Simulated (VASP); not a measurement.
# KMgF3 (P4mm) in VASP: a series of runs, part 2 of 3

VASP 6.6.1. Earlier steps stand in the parts before.

**3. Single point, PBE (all Mg atoms moved +0.025 Å, as atom 2 along Cartesian [0 0 1])**

INCAR reads:

```
ALGO = Normal
EDIFF = 1E-6
ENCUT = 520
GGA = PE
ISIF = 2
ISMEAR = 0
LASPH = True
LCHARG = False
LREAL = False
LWAVE = False
NBANDS = 24
NELM = 100
PREC = Accurate
SIGMA = 0.05
```

KPOINTS reads:

```
k-points
0
Gamma
  6 6 6
```

POSCAR reads:

```
KMgF3
1.0
    3.9859000000      0.0000000000      0.0000000000
    0.0000000000      3.9859000000      0.0000000000
    0.0000000000      0.0000000000      3.9859000000
K Mg F
1 1 3
Direct
    0.5000000000      0.5000000000      0.5000000000
    0.0000000000      0.0000000000      0.0062721092
    0.5000000000      0.0000000000      0.0000000000
    0.0000000000      0.5000000000      0.0000000000
    0.0000000000      0.0000000000      0.5000000000
```

Potentials or basis: VASP PAW PBE potentials, release 64 (K_sv, Mg, F).

Started as:

```sh
cat potpaw_PBE.64/K_sv/POTCAR potpaw_PBE.64/Mg/POTCAR potpaw_PBE.64/F/POTCAR > POTCAR
mpirun -np 1 vasp_std > vasp.out
```

OUTCAR:

```text
EDIFF = 1E-6
   ENCUT = 520
   GGA = PE
   ISIF = 2
   ISMEAR = 0
   LASPH = True
   LREAL = False
   NELM = 100
   PREC = Accurate

 ion  position               nearest neighbor table
   1  0.500  0.500  0.500-   3 2.82   4 2.82   5 2.82   3 2.82   4 2.82   3 2.82   5 2.82   3 2.82
                             4 2.82   5 2.82   4 2.82   5 2.82   2 3.44   2 3.44   2 3.44   2 3.44
   2  0.000  0.000  0.006-   5 1.97   4 1.99   3 1.99   4 1.99   3 1.99   5 2.02   1 3.44   1 3.44
                             1 3.44   1 3.44   1 3.47   1 3.47   1 3.47   1 3.47
   3  0.500  0.000  0.000-   2 1.99   2 1.99   1 2.82   1 2.82   1 2.82   1 2.82
   4  0.000  0.500  0.000-   2 1.99   2 1.99   1 2.82   1 2.82   1 2.82   1 2.82
   5  0.000  0.000  0.500-   2 1.97   2 2.02   1 2.82   1 2.82   1 2.82   1 2.82

  LATTYP: Found a simple cubic cell.
 ALAT       =     3.9859000000

  Lattice vectors:

 A1 = (   3.9859000000,   0.0000000000,   0.0000000000)
 A2 = (   0.0000000000,   3.9859000000,   0.0000000000)
 A3 = (   0.0000000000,   0.0000000000,   3.9859000000)

Analysis of symmetry for initial positions (statically):
=====================================================================
 Subroutine PRICEL returns:
 Original cell was already a primitive cell.

 Routine SETGRP: Setting up the symmetry group for a
 simple cubic supercell.

 Subroutine GETGRP returns: Found  8 space group operations
 (whereof  8 operations were pure point group operations)
 out of a pool of 48 trial point group operations.

The static configuration has the point symmetry C_4v.

Analysis of symmetry for dynamics (positions and initial velocities):
=====================================================================
 Subroutine PRICEL returns:
 Original cell was already a primitive cell.

 Routine SETGRP: Setting up the symmetry group for a
 simple cubic supercell.

 Subroutine GETGRP returns: Found  8 space group operations
 (whereof  8 operations were pure point group operations)
 out of a pool of 48 trial point group operations.

The dynamic configuration has the point symmetry C_4v.

 Subroutine INISYM returns: Found  8 space group operations
 (whereof  8 operations are pure point group operations),
 and found     1 'primitive' translations

----------------------------------------------------------------------------------------

                                     Primitive cell

  volume of cell :      63.3256

  direct lattice vectors                    reciprocal lattice vectors
     3.985900000  0.000000000  0.000000000     0.250884367  0.000000000  0.000000000
     0.000000000  3.985900000  0.000000000     0.000000000  0.250884367  0.000000000
     0.000000000  0.000000000  3.985900000     0.000000000  0.000000000  0.250884367

  length of vectors
     3.985900000  3.985900000  3.985900000     0.250884367  0.250884367  0.250884367

  position of ions in fractional coordinates (direct lattice)
     0.500000000  0.500000000  0.500000000
     0.000000000  0.000000000  0.006272109
     0.500000000  0.000000000  0.000000000
     0.000000000  0.500000000  0.000000000
     0.000000000  0.000000000  0.500000000

  ion indices of the primitive-cell ions
   primitive index   ion index
                 1           1
                 2           2
                 3           3
                 4           4
[... 24 lines left out ...]
 ===========================================

 Found     40 irreducible k-points:

 Following reciprocal coordinates:
            Coordinates               Weight
  0.000000  0.000000  0.000000      1.000000
  0.166667  0.000000  0.000000      4.000000
  0.000000  0.000000  0.166667      2.000000
  0.333333  0.000000  0.000000      4.000000
  0.000000  0.000000  0.333333      2.000000
  0.500000  0.000000  0.000000      2.000000
[... 16 lines left out ...]
  0.166667  0.166667  0.166667      8.000000
  0.333333  0.166667  0.166667     16.000000
 [... further k-points ...]
   k-points           NKPTS =     40   k-points in BZ     NKDIM =     40   number of bands    NBANDS=     24
   number of dos      NEDOS =    301   number of ions     NIONS =      5
   total plane-waves  NPLWV =  27000
   dimension x,y,z NGX =    30 NGY =   30 NGZ =   30
   dimension x,y,z NGXF=    60 NGYF=   60 NGZF=   60
   ions per type =               1   1   3
   NGX,Y,Z   is equivalent  to a cutoff of  12.51, 12.51, 12.51 a.u.
   NGXF,Y,Z  is equivalent  to a cutoff of  25.03, 25.03, 25.03 a.u.
 SYSTEM =  unknown system
   PREC   = accura    normal or accurate (medium, high low for compatibility)
   ISTART =      0    job   : 0-new  1-cont  2-samecut
   ICHARG =      2    charge: 1-file 2-atom 10-const
   ISPIN  =      1    spin polarized calculation?
   LNONCOLLINEAR =      F non collinear calculations
   LSORBIT =      F    spin-orbit coupling
   LASPH  =      T    aspherical Exc in radial PAW
   ENCUT  =  520.0 eV  38.22 Ry    6.18 a.u.   7.41  7.41  7.41*2*pi/ulx,y,z
   NELM   =    100;   NELMIN=  2; NELMDL= -5     # of ELM steps
   EDIFF  = 0.1E-05   stopping-criterion for ELM
   LREAL  =      F    real-space projection
   EDIFFG = 0.1E-04   stopping-criterion for IOM
   NSW    =      0    number of steps for IOM
   IBRION =     -1    ionic relax: 0-MD 1-quasi-New 2-CG
   NFREE  =      0    steps in history (QN), initial steepest desc. (CG)
   ISIF   =      2    stress and relaxation
   ISYM   =      2    0-nonsym 1-usesym 2-fastsym
   POTIM  = 0.5000    time-step for ionic-motion
   TEBEG  =    0.0;   TEEND  =   0.0 temperature during run
   PSTRESS=    0.0 pullay stress
   NELECT =      32.0000    total number of electrons
   NUPDOWN=      -1.0000    fix difference up-down
   EMIN   =  10.00;   EMAX   =-10.00  energy-range for DOS
   EFERMI =   0.00;   METHOD = LEGACY
   ISMEAR =     0;   SIGMA  =   0.05  broadening in eV -4-tet -1-fermi 0-gaus
   EFERMI_NEDOS =   21; number of points for ismear=-14 and -15
   IALGO  =     38    algorithm
   IMIX   =      4    mixing-type and parameters
     AMIX     =   0.40;   BMIX     =  1.00
     AMIX_MAG =   1.60;   BMIX_MAG =  1.00
  volume/ion in A,a.u.               =      12.67        85.47
  Fermi-wavevector in a.u.,A,eV,Ry     =   1.303962  2.464132 23.134232  1.700318
  Thomas-Fermi vector in A             =   2.434930
   LORBIT       =      0    0 simple, 1 ext, 2 COOP (PROOUT), +10 PAW based schemes
   GGA     = PE    functional components
   LHFCALC =     F    Hartree Fock is set to
   AEXX    =    0.0000 exact exchange contribution
   IVDW    =     0    specifies the selected vdW correction
   LEPSILON=     F    determine dielectric tensor
   LRPA    =     F    only Hartree local field effects (RPA)
 non-spin polarized calculation
 Gauss-broadening in eV      SIGMA  =   0.05
  energy-cutoff  :      520.00
  volume of cell :       63.33
 maximum number of plane-waves:      1743
 NGX is ok and might be reduce to    30
   NGX = 15   NGY = 15   NGZ = 15

 number of electron      31.9999958 magnetization

 Free energy of the ion-electron system (eV)
  ---------------------------------------------------
  ext. energy  EPLUGINS =         0.00000000
  ---------------------------------------------------
  free energy    TOTEN  =       -24.41164549 eV

  energy without entropy =      -24.41164549  energy(sigma->0) =      -24.41164549

 E-fermi :  -1.2638     XC(G=0):  -9.6840

 val. band max:       -1.6003279895   @ k =   0.5000   0.5000   0.5000
 cond. band min:       5.7034121434   @ k =   0.0000   0.0000   0.0000
 fundamental gap:      7.3037401329
 Fermi energy:        -1.2637796272

 k-point     1 :       0.0000    0.0000    0.0000
  band No.  band energies     occupation
      1     -27.2554      2.00000
      2     -21.7201      2.00000
      3     -21.0676      2.00000
      4     -21.0658      2.00000
      5     -10.7476      2.00000
      6     -10.7476      2.00000
[... 637 lines left out ...]
     23      12.6059      0.00000
     24      14.1210      0.00000

 [... further k-points ...]
[... 5 lines left out ...]
  --------------------------------------------------------------------------------------
  -------------------------------------------------------------------------------------
  Total        1.3258316      1.3258316      1.3597576      0.0000000      0.0000000      0.0000000
  in kB       33.5443799     33.5443799     34.4027281      0.0000000      0.0000000      0.0000000
  external PRESSURE =      33.8304960 kB  Pullay stress =       0.0000000 kB

 VOLUME and BASIS-vectors are now :
 -----------------------------------------------------------------------------
  energy-cutoff  :      520.00
  volume of cell :       63.33
      direct lattice vectors                 reciprocal lattice vectors
     3.985900000  0.000000000  0.000000000     0.250884367  0.000000000  0.000000000
     0.000000000  3.985900000  0.000000000     0.000000000  0.250884367  0.000000000
     0.000000000  0.000000000  3.985900000     0.000000000  0.000000000  0.250884367

 POSITION                                       TOTAL-FORCE (eV/Angst)
 -----------------------------------------------------------------------------------
      1.99295      1.99295      1.99295         0.000000     -0.000000      0.031444
      0.00000      0.00000      0.02500         0.000000      0.000000     -0.240254
      1.99295      0.00000      0.00000         0.000000      0.000000      0.019986
      0.00000      1.99295      0.00000        -0.000000      0.000000      0.019986
      0.00000      0.00000      1.99295         0.000000      0.000000      0.168838
 -----------------------------------------------------------------------------------
    total drift:                                0.000000     -0.000000     -0.000183

  FREE ENERGIE OF THE ION-ELECTRON SYSTEM (eV)
  ---------------------------------------------------
  free  energy   TOTEN  =       -24.4116454866 eV

  energy  without entropy=      -24.4116454866  energy(sigma->0) =      -24.41164549
```

stdout:

```text
POSCAR found type information on POSCAR K MgF
 POSCAR found :  3 types and       5 ions
 scaLAPACK will be used
 LDA part: xc-table for (Slater+PW92), standard interpolation
 POSCAR, INCAR and KPOINTS ok, starting setup
 FFT: planning ... GRIDC
 FFT: planning ... GRID_SOFT
 FFT: planning ... GRID
 WAVECAR not read
 entering main loop
```

Wall time 1.7 min (1 thread of AMD EPYC 7R13, shared host); peak memory 0.17 GiB.

What came out:

```
Free energy            : -24.4116 eV
Pressure               : 3.4 GPa
Largest force          : 0.240 eV/Å
Band gap on the k mesh : 7.30 eV, indirect (least direct gap 7.63 eV)
```

Forces on the atoms (eV/Å):
```
K    0.000  0.000  0.031
Mg   0.000  0.000 -0.240
F    0.000  0.000  0.020
F    0.000  0.000  0.020
F    0.000  0.000  0.169
```

Levels at points of the mesh, in eV from the valence-band top:
```tsv
k point	band 12	band 13	band 14	band 15	band 16	band 17	band 18	band 19	band 20	band 21
(0.00, 0.00, 0.00)	-0.62	-0.62	-0.32	-0.32	-0.32	7.30	10.08	10.08	12.24	12.24
(0.50, 0.00, 0.00)	-0.87	-0.86	-0.86	-0.53	-0.53	10.12	10.45	11.12	12.81	12.81
(0.00, 0.00, 0.50)	-0.87	-0.86	-0.86	-0.53	-0.53	10.12	10.45	11.12	12.82	12.82
(0.50, 0.50, 0.00)	-1.04	-1.04	-0.90	-0.90	-0.02	10.92	11.70	12.63	12.63	12.84
(0.00, 0.50, 0.50)	-1.04	-1.04	-0.89	-0.89	-0.02	10.92	11.70	12.63	12.63	12.83
(0.50, 0.50, 0.50)	-1.12	-1.12	0.00	0.00	0.00	10.44	10.44	10.44	14.00	14.08
```

Caveat: the cell differs from its parent crystal (all Mg atoms moved +0.025 Å, as atom 2 along Cartesian [0 0 1]). A k mesh can miss the band edges.

**4. Single point, PBE (all Mg atoms moved +0.087 Å, as atom 2 along Cartesian [0 0 1])**

INCAR reads:

```
SYSTEM = KMgF3
PREC = Accurate
ENCUT = 520
EDIFF = 1E-7
ISMEAR = 0
SIGMA = 0.05
LREAL = .False.
LASPH = .True.
NELM = 100
ALGO = Normal
ISIF = 2
LWAVE = .False.
LCHARG = .True.
GGA = PE
LELF = .True.
LVHAR = .True.
NBANDS = 24
```

KPOINTS reads:

```
regular mesh
0
Gamma
  6 6 6
  0 0 0
```

POSCAR: that of step 3 with these lines changed.

```diff
@@ -9,3 +9,3 @@
     0.5000000000      0.5000000000      0.5000000000
-    0.0000000000      0.0000000000      0.0062721092
+    0.0000000000      0.0000000000      0.0219523821
     0.5000000000      0.0000000000      0.0000000000
```

Started as:

```sh
cat potpaw_PBE.64/K_sv/POTCAR potpaw_PBE.64/Mg/POTCAR potpaw_PBE.64/F/POTCAR > POTCAR
mpirun -np 1 vasp_std > vasp.out
```

Run time: 1.9 min. Hardware: 1 thread of AMD EPYC 7R13, shared host; peak memory 0.17 GiB.

Results (log left out):

```
Free energy            : -24.3771 eV
Pressure               : 3.7 GPa
Largest force          : 0.878 eV/Å
Band gap on the k mesh : 7.29 eV, indirect (least direct gap 7.63 eV)
```

Forces on the atoms (eV/Å):
```
K    0.000  0.000  0.110
Mg   0.000  0.000 -0.878
F    0.000  0.000  0.071
F    0.000  0.000  0.071
F    0.000  0.000  0.627
```

Stress tensor (GPa, compression positive):
```
3.32 0.00 0.00
0.00 3.32 0.00
0.00 0.00 4.38
```

Levels at points of the mesh, in eV from the valence-band top:
```csv
k point,band 13,band 14,band 15,band 16,band 17,band 18,band 19,band 20
"(0.00, 0.00, 0.00)",-0.63,-0.33,-0.33,-0.33,7.29,10.06,10.07,12.22
"(0.50, 0.00, 0.00)",-0.86,-0.85,-0.55,-0.54,10.11,10.44,11.11,12.80
"(0.00, 0.00, 0.50)",-0.89,-0.87,-0.53,-0.53,10.10,10.43,11.11,12.80
"(0.50, 0.50, 0.00)",-1.05,-0.92,-0.92,-0.02,10.91,11.69,12.60,12.60
"(0.00, 0.50, 0.50)",-1.04,-0.90,-0.89,-0.04,10.90,11.68,12.62,12.63
"(0.50, 0.50, 0.50)",-1.11,-0.02,-0.02,0.00,10.43,10.44,10.44,13.97
```

Caveat: the cell differs from its parent crystal (all Mg atoms moved +0.087 Å, as atom 2 along Cartesian [0 0 1]). A k mesh can miss the band edges.

**5. Single point, PBE (all Mg atoms moved +0.062 Å, as atom 2 along Cartesian [0 0 1])**

INCAR reads:

```
SYSTEM = KMgF3
PREC     = Accurate       ! precision mode
ENCUT    = 520            ! plane-wave cutoff, eV
EDIFF    = 1E-7           ! SCF threshold, eV
ISMEAR   = 0              ! smearing method
SIGMA    = 0.05           ! smearing width, eV
LREAL    = .FALSE.        ! projectors in reciprocal space
LASPH    = .TRUE.         ! aspherical terms in the spheres
NELM     = 100            ! most SCF steps
ALGO     = Normal         ! electronic algorithm
ISIF     = 2              ! what is computed and relaxed
LWAVE    = .FALSE.        ! write WAVECAR
LCHARG   = .FALSE.        ! write CHGCAR
GGA      = PE             ! functional
NBANDS   = 24             ! bands
```

KPOINTS reads:

```
Automatic mesh
0
G
  6 6 6
  0 0 0
```

POSCAR: that of step 4 with these lines changed.

```diff
@@ -9,3 +9,3 @@
     0.5000000000      0.5000000000      0.5000000000
-    0.0000000000      0.0000000000      0.0219523821
+    0.0000000000      0.0000000000      0.0156802730
     0.5000000000      0.0000000000      0.0000000000
```

Started as:

```sh
cat potpaw_PBE.64/K_sv/POTCAR potpaw_PBE.64/Mg/POTCAR potpaw_PBE.64/F/POTCAR > POTCAR
mpirun -np 1 vasp_std > vasp.out
```

Run time: 1.8 min. Hardware: 1 thread of AMD EPYC 7R13, shared host; peak memory 0.17 GiB.

Results (log left out):

```
Free energy            : -24.3957 eV
Pressure               : 3.5 GPa
Largest force          : 0.613 eV/Å
Band gap on the k mesh : 7.30 eV, indirect (least direct gap 7.63 eV)
```

Forces in eV/Å, atoms in the order of the input:
```
K    0.000  0.000  0.078
Mg   0.000  0.000 -0.613
F    0.000  0.000  0.050
F    0.000  0.000  0.050
F    0.000  0.000  0.434
```

Stress tensor (GPa, compression positive):
```
3.35 0.00 0.00
0.00 3.35 0.00
0.00 0.00 3.89
```

Levels at points of the mesh, in eV from the valence-band top:
| k point | band 12 | band 13 | band 14 | band 15 | band 16 | band 17 | band 18 | band 19 | band 20 | band 21 |
| --- | --- | --- | --- | --- | --- | --- | --- | --- | --- | --- |
| (0.00, 0.00, 0.00) | -0.63 | -0.63 | -0.33 | -0.33 | -0.33 | 7.30 | 10.07 | 10.08 | 12.23 | 12.23 |
| (0.50, 0.00, 0.00) | -0.88 | -0.86 | -0.85 | -0.54 | -0.53 | 10.11 | 10.44 | 11.11 | 12.81 | 12.81 |
| (0.00, 0.00, 0.50) | -0.88 | -0.88 | -0.87 | -0.53 | -0.53 | 10.11 | 10.44 | 11.11 | 12.81 | 12.81 |
| (0.50, 0.50, 0.00) | -1.04 | -1.04 | -0.91 | -0.91 | -0.02 | 10.91 | 11.70 | 12.61 | 12.61 | 12.84 |
| (0.00, 0.50, 0.50) | -1.05 | -1.04 | -0.90 | -0.89 | -0.03 | 10.91 | 11.69 | 12.63 | 12.63 | 12.83 |
| (0.50, 0.50, 0.50) | -1.12 | -1.11 | -0.01 | -0.01 | 0.00 | 10.44 | 10.44 | 10.44 | 13.99 | 14.07 |

Caveat: the cell differs from its parent crystal (all Mg atoms moved +0.062 Å, as atom 2 along Cartesian [0 0 1]).

**6. Single point, PBE (all Mg atoms moved +0.037 Å, as atom 2 along Cartesian [0 0 1])**

INCAR reads:

```
ALGO = Normal ; EDIFF = 1E-6
ENCUT = 520 ; GGA = PE
ISIF = 2 ; ISMEAR = 0
LASPH = True ; LCHARG = True
LELF = True ; LREAL = False
LVHAR = True ; LWAVE = False
NBANDS = 24 ; NELM = 80
PREC = Accurate ; SIGMA = 0.05
```

KPOINTS reads:

```
k-points
0
Gamma
  6 6 6
```

POSCAR: that of step 5 with these lines changed.

```diff
@@ -9,3 +9,3 @@
     0.5000000000      0.5000000000      0.5000000000
-    0.0000000000      0.0000000000      0.0156802730
+    0.0000000000      0.0000000000      0.0094081638
     0.5000000000      0.0000000000      0.0000000000
```

Potentials or basis: VASP PAW PBE potentials, release 64 (K_sv, Mg, F).

Started as:

```sh
cat potpaw_PBE.64/K_sv/POTCAR potpaw_PBE.64/Mg/POTCAR potpaw_PBE.64/F/POTCAR > POTCAR
mpirun -np 1 vasp_std > vasp.out
```

Wall time 1.7 min (1 thread of AMD EPYC 7R13, shared host); peak memory 0.17 GiB.

The run converged. Its results:

| Quantity | Value |
| --- | --- |
| Free energy | -24.4079 eV |
| Pressure | 3.4 GPa |
| Largest force | 0.362 eV/Å |
| Band gap on the k mesh | 7.30 eV, indirect (least direct gap 7.63 eV) |

Forces in eV/Å, atoms in the order of the input:
```
K    0.000  0.000  0.047
Mg   0.000  0.000 -0.362
F    0.000  0.000  0.030
F    0.000  0.000  0.030
F    0.000  0.000  0.255
```

Stress tensor (GPa, compression positive):
```
3.35 0.00 0.00
0.00 3.35 0.00
0.00 0.00 3.54
```

Levels at points of the mesh, in eV from the valence-band top:
| k point | band 14 | band 15 | band 16 | band 17 | band 18 | band 19 |
| --- | --- | --- | --- | --- | --- | --- |
| (0.00, 0.00, 0.00) | -0.32 | -0.32 | -0.32 | 7.30 | 10.08 | 10.08 |
| (0.50, 0.00, 0.00) | -0.86 | -0.53 | -0.53 | 10.12 | 10.45 | 11.12 |
| (0.00, 0.00, 0.50) | -0.87 | -0.53 | -0.53 | 10.11 | 10.44 | 11.12 |
| (0.50, 0.50, 0.00) | -0.90 | -0.90 | -0.02 | 10.92 | 11.70 | 12.63 |
| (0.00, 0.50, 0.50) | -0.89 | -0.89 | -0.02 | 10.91 | 11.70 | 12.63 |
| (0.50, 0.50, 0.50) | 0.00 | 0.00 | 0.00 | 10.44 | 10.44 | 10.44 |

Caveat: the cell differs from its parent crystal (all Mg atoms moved +0.037 Å, as atom 2 along Cartesian [0 0 1]).

(Part 2 of 3 ends here.)
